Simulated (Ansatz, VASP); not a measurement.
**Two plane-wave programs on Ni**

```
Ni
1.0
     2.56477    0.00000    0.00000
    -1.28239    2.22116    0.00000
     0.00000    0.00000    4.21636
Ni
2
Direct
  0.33333 0.66667 0.25000
  0.66667 0.33333 0.75000
```

Alike in both runs: task single point; functional revPBE; k mesh 16 × 16 × 9; occupations fermi-dirac, width 0.1 eV; no spin polarisation.

|  | VASP | Ansatz |
| --- | --- | --- |
| version | VASP 6.6.1 | Ansatz 0.2.0 |
| potentials or method | VASP PAW PBE potentials, release 64 (Ni), cutoff 520 eV | plane waves (420 eV) with PAW, scalar-relativistic |
| valence electrons in the cell | 20 | 36 |

Ansatz gave:

| Item | Value |
| --- | --- |
| pressure (GPa) | -11.8 |
| traceless stress, the component that is largest in VASP (GPa) | -0.05 |

Task: What did VASP give for the same quantities?

Result: Pressure (GPa): -11.3; traceless stress, the component that is largest in VASP (GPa): -0.10.

VASP's potentials were made for PBE, not for revPBE. VASP's potentials hold 20 valence electrons a cell and Ansatz's 36, so a difference there can come from the potentials and not from the codes.
